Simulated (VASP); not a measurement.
# Si27SnC26 (a cell with a defect) in VASP: electric field gradients with PBE

Aim: the electric field gradients of Si27SnC26 (a cell with a defect) with PBE.

Everything below comes from runs of VASP 6.6.1. Logs are shortened: lines on timing, memory, paths and dates and some standing lists are left out, and cuts for length are marked.

**1. The cell of the first run**

The cell holds a defect, 54 atoms: a = 9.245 Å, b = 9.245 Å, c = 9.245 Å, α = 60.00°, β = 60.00°, γ = 60.00°.

**2. Electric field gradients, PBE**

Contents of INCAR:

```
SYSTEM = Si27SnC26
PREC     = Accurate       ! precision mode
ENCUT    = 520            ! plane-wave cutoff, eV
EDIFF    = 1E-8           ! SCF threshold, eV
ISMEAR   = -1             ! smearing method
SIGMA    = 0.01           ! smearing width, eV
LREAL    = Auto         
LASPH    = .True.         ! aspherical terms in the spheres
NELM     = 100            ! most SCF steps
ALGO     = Normal         ! electronic algorithm
ISIF     = 2              ! what is computed and relaxed
LWAVE    = .False.        ! write WAVECAR
LCHARG   = .False.        ! write CHGCAR
GGA      = PE             ! functional
LEFG     = .True.       
NBANDS   = 146            ! bands
```

Contents of KPOINTS:

```
regular mesh
0
Gamma
  3 3 3
  0 0 0
```

Contents of POSCAR:

```
Si27SnC26
1.0
    0.0000000000      6.5370000000      6.5370000000
    6.5370000000      0.0000000000      6.5370000000
    6.5370000000      6.5370000000      0.0000000000
Si Sn C
27 1 26
Direct
    0.0000000000      0.0000000000      0.0000000000
    0.0000000000      0.0000000000      0.3333333333
    0.0000000000      0.0000000000      0.6666666667
    0.0000000000      0.3333333333      0.0000000000
    0.0000000000      0.3333333333      0.3333333333
    0.0000000000      0.3333333333      0.6666666667
    0.0000000000      0.6666666667      0.0000000000
    0.0000000000      0.6666666667      0.3333333333
    0.0000000000      0.6666666667      0.6666666667
    0.3333333333      0.0000000000      0.0000000000
    0.3333333333      0.0000000000      0.3333333333
    0.3333333333      0.0000000000      0.6666666667
    0.3333333333      0.3333333333      0.0000000000
    0.3333333333      0.3333333333      0.3333333333
    0.3333333333      0.3333333333      0.6666666667
    0.3333333333      0.6666666667      0.0000000000
    0.3333333333      0.6666666667      0.3333333333
    0.3333333333      0.6666666667      0.6666666667
    0.6666666667      0.0000000000      0.0000000000
    0.6666666667      0.0000000000      0.3333333333
    0.6666666667      0.0000000000      0.6666666667
    0.6666666667      0.3333333333      0.0000000000
    0.6666666667      0.3333333333      0.3333333333
    0.6666666667      0.3333333333      0.6666666667
    0.6666666667      0.6666666667      0.0000000000
    0.6666666667      0.6666666667      0.3333333333
    0.6666666667      0.6666666667      0.6666666667
    0.0833333333      0.0833333333      0.0833333333
    0.0833333333      0.0833333333      0.4166666667
    0.0833333333      0.0833333333      0.7500000000
    0.0833333333      0.4166666667      0.0833333333
    0.0833333333      0.4166666667      0.4166666667
    0.0833333333      0.4166666667      0.7500000000
    0.0833333333      0.7500000000      0.0833333333
    0.0833333333      0.7500000000      0.4166666667
    0.0833333333      0.7500000000      0.7500000000
    0.4166666667      0.0833333333      0.0833333333
    0.4166666667      0.0833333333      0.4166666667
    0.4166666667      0.0833333333      0.7500000000
    0.4166666667      0.4166666667      0.0833333333
    0.4166666667      0.4166666667      0.4166666667
    0.4166666667      0.4166666667      0.7500000000
    0.4166666667      0.7500000000      0.0833333333
    0.4166666667      0.7500000000      0.4166666667
    0.4166666667      0.7500000000      0.7500000000
    0.7500000000      0.0833333333      0.0833333333
    0.7500000000      0.0833333333      0.4166666667
    0.7500000000      0.0833333333      0.7500000000
    0.7500000000      0.4166666667      0.0833333333
    0.7500000000      0.4166666667      0.4166666667
    0.7500000000      0.4166666667      0.7500000000
    0.7500000000      0.7500000000      0.0833333333
    0.7500000000      0.7500000000      0.4166666667
    0.7500000000      0.7500000000      0.7500000000
```

Potentials or basis: VASP PAW PBE potentials, release 64 (Si, Sn_d, C).

Started as:

```
> cat potpaw_PBE.64/Si/POTCAR potpaw_PBE.64/Sn_d/POTCAR potpaw_PBE.64/C/POTCAR > POTCAR
> mpirun -np 1 vasp_std > vasp.out
```

OUTCAR:

```text
SYSTEM = Si27SnC26
   PREC = Accurate
   ENCUT = 520
   EDIFF = 1E-8
   ISMEAR = -1
   LREAL = Auto
   LASPH = .True.
   NELM = 100
   ISIF = 2
   GGA = PE

 ion  position               nearest neighbor table
   1  0.000  0.000  0.000-  28 1.89  30 1.89  34 1.89  46 1.89   7 3.08   8 3.08  10 3.08  12 3.08
                            16 3.08  19 3.08  20 3.08  22 3.08   2 3.08   3 3.08   4 3.08   6 3.08
   2  0.000  0.000  0.333-  28 1.89  29 1.89  35 1.89  47 1.89  10 3.08  11 3.08  17 3.08  20 3.08
                            23 3.08   1 3.08   4 3.08   5 3.08   8 3.08  21 3.08   9 3.08   3 3.08
   3  0.000  0.000  0.667-  30 1.89  29 1.89  36 1.89  48 1.89  12 3.08  18 3.08  19 3.08  21 3.08
                            24 3.08   1 3.08   6 3.08   7 3.08   9 3.08  11 3.08   5 3.08   2 3.08
   4  0.000  0.333  0.000-  28 1.89  31 1.89  33 1.89  49 1.89  10 3.08  13 3.08  15 3.08  22 3.08
                            23 3.08   1 3.08   2 3.08   5 3.08   6 3.08   9 3.08  25 3.08   7 3.08
   5  0.000  0.333  0.333-  29 1.89  31 1.89  50 1.89  32 1.89  14 3.08  23 3.08   2 3.08   4 3.08
                            11 3.08  13 3.08   3 3.08   7 3.08  24 3.08  26 3.08   6 3.08   8 3.08
   6  0.000  0.333  0.667-  30 1.89  32 1.89  33 1.89  51 1.89  15 3.08  22 3.08  24 3.08   1 3.08
                             3 3.08   4 3.08  12 3.08  14 3.08  27 3.08   8 3.08   9 3.08   5 3.08
   7  0.000  0.667  0.000-  34 1.89  31 1.89  36 1.89  52 1.89  16 3.08  18 3.08  19 3.08  25 3.08
                            26 3.08   1 3.08   3 3.08   8 3.08   9 3.08  13 3.08   5 3.08   4 3.08
   8  0.000  0.667  0.333-  32 1.89  34 1.89  35 1.89  53 1.89  17 3.08  20 3.08  26 3.08   1 3.08
                             2 3.08   7 3.08  16 3.08  14 3.08  27 3.08   5 3.08   9 3.08   6 3.08
   9  0.000  0.667  0.667-  36 1.89  35 1.89  33 1.89  54 1.89  25 3.08  27 3.08   3 3.08   7 3.08
[... 62 lines left out ...]
  53  0.750  0.750  0.417-   8 1.89  20 1.89  26 1.89  27 1.89
  54  0.750  0.750  0.750-  27 1.89  21 1.89  25 1.89   9 1.89

  LATTYP: Found a face centered cubic cell.
 ALAT       =    13.0740000000

  Lattice vectors:

 A1 = (   0.0000000000,   6.5370000000,   6.5370000000)
 A2 = (   6.5370000000,   0.0000000000,   6.5370000000)
 A3 = (   6.5370000000,   6.5370000000,   0.0000000000)

Analysis of symmetry for initial positions (statically):
=====================================================================
 Subroutine PRICEL returns:
 Original cell was already a primitive cell.

 Routine SETGRP: Setting up the symmetry group for a
 face centered cubic supercell.

 Subroutine GETGRP returns: Found 24 space group operations
 (whereof  6 operations were pure point group operations)
 out of a pool of 48 trial point group operations.

The static configuration has the point symmetry C_3v.
 The point group associated with its full space group is T_d .

Analysis of symmetry for dynamics (positions and initial velocities):
=====================================================================
 Subroutine PRICEL returns:
 Original cell was already a primitive cell.

 Routine SETGRP: Setting up the symmetry group for a
 face centered cubic supercell.

 Subroutine GETGRP returns: Found 24 space group operations
 (whereof  6 operations were pure point group operations)
 out of a pool of 48 trial point group operations.

The dynamic configuration has the point symmetry C_3v.
 The point group associated with its full space group is T_d .

 Subroutine INISYM returns: Found 24 space group operations
 (whereof  6 operations are pure point group operations),
 and found     1 'primitive' translations

----------------------------------------------------------------------------------------

                                     Primitive cell

  volume of cell :     558.6830

  direct lattice vectors                    reciprocal lattice vectors
     0.000000000  6.537000000  6.537000000    -0.076487685  0.076487685  0.076487685
     6.537000000  0.000000000  6.537000000     0.076487685 -0.076487685  0.076487685
     6.537000000  6.537000000  0.000000000     0.076487685  0.076487685 -0.076487685

  length of vectors
     9.244714057  9.244714057  9.244714057     0.132480557  0.132480557  0.132480557

  position of ions in fractional coordinates (direct lattice)
     0.000000000  0.000000000  0.000000000
     0.000000000  0.000000000  0.333333333
     0.000000000  0.000000000  0.666666667
     0.000000000  0.333333333  0.000000000
[... 186 lines left out ...]
   IVDW    =     0    specifies the selected vdW correction
   LEPSILON=     F    determine dielectric tensor
   LRPA    =     F    only Hartree local field effects (RPA)
 non-spin polarized calculation
  energy-cutoff  :      520.00
  volume of cell :      558.68
 maximum number of plane-waves:     15070
 NGX is ok and might be reduce to    70
   NGX = 35   NGY = 35   NGZ = 35

 number of electron     225.9999998 magnetization

 Free energy of the ion-electron system (eV)
  ---------------------------------------------------
  ext. energy  EPLUGINS =         0.00000000
  ---------------------------------------------------
  free energy    TOTEN  =      -379.94625700 eV

  energy without entropy =     -379.94625700  energy(sigma->0) =     -379.94625700

 E-fermi :   9.0405     XC(G=0): -11.4577

 val. band max:        8.7921257151   @ k =   0.0000   0.0000   0.0000
 cond. band min:       9.9788242500   @ k =   0.3333   0.3333   0.0000
 fundamental gap:      1.1866985349
 Fermi energy:         9.0405131206

 k-point     1 :       0.0000    0.0000    0.0000
  band No.  band energies     occupation
      1     -14.4388      2.00000
      2     -14.4388      2.00000
      3     -14.4388      2.00000
      4     -14.0122      2.00000
      5     -14.0122      2.00000
      6      -7.0232      2.00000
[... 501 lines left out ...]
    124      13.5456      0.00000
    125      13.5904      0.00000
 [bands above 125 left out]

------------------------ aborting loop because EDIFF is reached ----------------------------------------

  FORCE on cell =-STRESS in cart. coord.  units (eV):
  Direction    XX          YY          ZZ          XY          YZ          ZX
  --------------------------------------------------------------------------------------
  -------------------------------------------------------------------------------------
  Total       67.0545779     67.0545779     67.0545779      0.0000000      0.0000000      0.0000000
  in kB      192.2974675    192.2974675    192.2974675      0.0000000      0.0000000      0.0000000
  external PRESSURE =     192.2974675 kB  Pullay stress =       0.0000000 kB

 VOLUME and BASIS-vectors are now :
 -----------------------------------------------------------------------------
  energy-cutoff  :      520.00
  volume of cell :      558.68
      direct lattice vectors                 reciprocal lattice vectors
     0.000000000  6.537000000  6.537000000    -0.076487685  0.076487685  0.076487685
     6.537000000  0.000000000  6.537000000     0.076487685 -0.076487685  0.076487685
     6.537000000  6.537000000  0.000000000     0.076487685  0.076487685 -0.076487685

 POSITION                                       TOTAL-FORCE (eV/Angst)
 -----------------------------------------------------------------------------------
      0.00000      0.00000      0.00000       -11.219508    -11.219508    -11.219508
      2.17900      2.17900      0.00000        11.219508     11.219508    -11.219508
      4.35800      4.35800      0.00000        -0.000000     -0.000000      0.114132
      2.17900      0.00000      2.17900        11.219508    -11.219508     11.219508
      4.35800      2.17900      2.17900         0.057999      0.031981      0.031981
      6.53700      4.35800      2.17900        -0.031981     -0.057999      0.031981
[... 46 lines left out ...]
      7.62650      7.62650      9.80550        -0.000000     -0.000000      0.001775
      9.80550      9.80550      9.80550        -0.003896     -0.003896     -0.003896
 -----------------------------------------------------------------------------------
    total drift:                               -0.000004     -0.000004     -0.000004

  FREE ENERGIE OF THE ION-ELECTRON SYSTEM (eV)
  ---------------------------------------------------
  free  energy   TOTEN  =      -379.9462570013 eV

  energy  without entropy=     -379.9462570013  energy(sigma->0) =     -379.94625700

 Electric field gradients (V/A^2)
---------------------------------------------------------------------
 ion       V_xx      V_yy      V_zz      V_xy      V_xz      V_yz
---------------------------------------------------------------------
   1       0.000    -0.000    -0.000   -33.453   -33.453   -33.453
   2       0.000     0.000    -0.000   -33.453    33.453    33.453
   3       0.734     0.734    -1.467     0.141    -0.000    -0.000
   4       0.000    -0.000     0.000    33.453   -33.453    33.453
   5      -0.709     0.355     0.355    -0.071    -0.071    -0.185
   6       0.355    -0.709     0.355    -0.071     0.185     0.071
[... 46 lines left out ...]
  53      -0.054    -0.054     0.107    -0.076     0.000     0.000
  54       0.000    -0.000     0.000    -0.062    -0.062    -0.062
---------------------------------------------------------------------

 Electric field gradients after diagonalization (V/A^2)
 (convention: |V_zz| > |V_xx| > |V_yy|)
----------------------------------------------------------------------
 ion       V_xx      V_yy      V_zz     asymmetry (V_yy - V_xx)/ V_zz
----------------------------------------------------------------------
   1      33.453    33.453   -66.906       0.000
   2      33.453    33.453   -66.906       0.000
   3       0.874     0.593    -1.467       0.192
   4      33.453    33.453   -66.906       0.000
   5       0.539     0.181    -0.720       0.497
   6       0.539     0.181    -0.720       0.497
[... 46 lines left out ...]
  53       0.107     0.023    -0.130       0.649
  54       0.062     0.062    -0.125       0.000
----------------------------------------------------------------------

           NMR quadrupolar parameters

 Cq : quadrupolar parameter    Cq=e*Q*V_zz/h
 eta: asymmetry parameters     (V_yy - V_xx)/ V_zz
 Q  : nuclear electric quadrupole moment in mb (millibarn)
----------------------------------------------------------------------
 ion       Cq(MHz)       eta       Q (mb)
----------------------------------------------------------------------
   1      -0.162       0.000       1.000
   2      -0.162       0.000       1.000
   3      -0.004       0.192       1.000
   4      -0.162       0.000       1.000
   5      -0.002       0.497       1.000
   6      -0.002       0.497       1.000
[... 46 lines left out ...]
  53      -0.000       0.649       1.000
  54      -0.000       0.000       1.000
----------------------------------------------------------------------
```

Run time: 15 min. Hardware: 1 thread of Intel Xeon Platinum 8259CL at 2.50GHz (Skylake/Cascade Lake), shared host; peak memory 0.8 GiB.

What came out:

* Free energy: -379.9463 eV
* Pressure: 19.2 GPa
* Largest force: 19.433 eV/Å
* Band gap on the k mesh: 1.19 eV
* Largest electric field gradient by atom: Si -66.9, -1.5, -0.7, +0.0, -0.4 (each value once); Sn +0.0; C -1.3, -0.2, -0.1 (each value once) V/Å²

Forces on the atoms (eV/Å):
```
Si  -11.220 -11.220 -11.220
Si   11.220  11.220 -11.220
Si    0.000   0.000   0.114
Si   11.220 -11.220  11.220
Si    0.058   0.032   0.032
Si   -0.032  -0.058   0.032
Si    0.000   0.114   0.000
Si   -0.032   0.032  -0.058
Si   -0.114   0.000   0.000
Si  -11.220  11.220  11.220
Si    0.032   0.058   0.032
Si   -0.058  -0.032   0.032
Si    0.032   0.032   0.058
Si    0.000   0.000   0.000
Si   -0.032  -0.032   0.058
Si   -0.058   0.032  -0.032
Si   -0.032   0.058  -0.032
Si    0.016  -0.016  -0.016
Si    0.114   0.000   0.000
Si    0.032  -0.032  -0.058
Si    0.000  -0.114   0.000
Si    0.032  -0.058  -0.032
Si    0.058  -0.032  -0.032
Si   -0.016   0.016  -0.016
Si    0.000   0.000  -0.114
Si   -0.016  -0.016   0.016
Si    0.016   0.016   0.016
Sn    0.000   0.000   0.000
C     0.296   0.296  -0.074
C    -0.296  -0.296  -0.074
C     0.296  -0.074   0.296
C    -0.010   0.010   0.010
C     0.074  -0.296   0.296
C    -0.296  -0.074  -0.296
C     0.074   0.296  -0.296
C    -0.004   0.004   0.004
C    -0.074   0.296   0.296
C     0.010  -0.010   0.010
C    -0.296   0.074   0.296
C     0.010   0.010  -0.010
C    -0.010  -0.010  -0.010
C     0.000   0.000  -0.002
C    -0.296   0.296   0.074
C     0.000  -0.002   0.000
C     0.002   0.000   0.000
C    -0.074  -0.296  -0.296
C     0.296   0.074  -0.296
C     0.004  -0.004   0.004
C     0.296  -0.296   0.074
C    -0.002   0.000   0.000
C     0.000   0.002   0.000
C     0.004   0.004  -0.004
C     0.000   0.000   0.002
C    -0.004  -0.004  -0.004
```

Levels at points of the mesh, in eV from the valence-band top:
```tsv
k point	band 110	band 111	band 112	band 113	band 114	band 115	band 116	band 117
(0.00, 0.00, 0.00)	-0.68	0.00	0.00	0.00	2.18	2.18	2.30	2.30
```

Electric field gradients, principal values (V/Å²):
```
 atom   least  middle  greatest (by size)
 1 Si  33.453  33.453             -66.906
 2 Si  33.453  33.453             -66.906
 3 Si   0.593   0.874              -1.467
 4 Si  33.453  33.453             -66.906
 5 Si   0.181   0.539              -0.720
 6 Si   0.181   0.539              -0.720
 7 Si   0.593   0.874              -1.467
 8 Si   0.181   0.539              -0.720
 9 Si   0.593   0.874              -1.467
10 Si  33.453  33.453             -66.906
11 Si   0.181   0.539              -0.720
12 Si   0.181   0.539              -0.720
13 Si   0.181   0.539              -0.720
14 Si   0.000   0.000               0.000
15 Si   0.181   0.539              -0.720
16 Si   0.181   0.539              -0.720
17 Si   0.181   0.539              -0.720
18 Si   0.211   0.211              -0.421
19 Si   0.593   0.874              -1.467
20 Si   0.181   0.539              -0.720
21 Si   0.593   0.874              -1.467
22 Si   0.181   0.539              -0.720
23 Si   0.181   0.539              -0.720
24 Si   0.211   0.211              -0.421
25 Si   0.593   0.874              -1.467
26 Si   0.211   0.211              -0.421
27 Si   0.211   0.211              -0.421
28 Sn   0.000   0.000               0.001
 29 C   0.129   1.192              -1.321
 30 C   0.128   1.193              -1.320
 31 C   0.129   1.192              -1.321
 32 C   0.111   0.112              -0.223
 33 C   0.129   1.193              -1.322
 34 C   0.128   1.193              -1.320
 35 C   0.129   1.193              -1.322
 36 C   0.062   0.064              -0.126
 37 C   0.129   1.192              -1.321
 38 C   0.111   0.112              -0.223
 39 C   0.129   1.193              -1.322
 40 C   0.111   0.112              -0.223
 41 C   0.111   0.111              -0.222
 42 C   0.024   0.107              -0.130
 43 C   0.129   1.193              -1.322
 44 C   0.024   0.107              -0.130
 45 C   0.023   0.107              -0.130
 46 C   0.128   1.193              -1.320
 47 C   0.129   1.193              -1.322
 48 C   0.062   0.064              -0.126
 49 C   0.129   1.193              -1.322
 50 C   0.024   0.107              -0.130
 51 C   0.023   0.107              -0.130
 52 C   0.062   0.064              -0.126
 53 C   0.023   0.107              -0.130
 54 C   0.062   0.062              -0.125
```

Caveat: without QUAD_EFG the Cq values of the log hold for a quadrupole moment of 1 mb, not for the nuclei; spin-orbit coupling is left out, which moves the levels of the heavy elements.
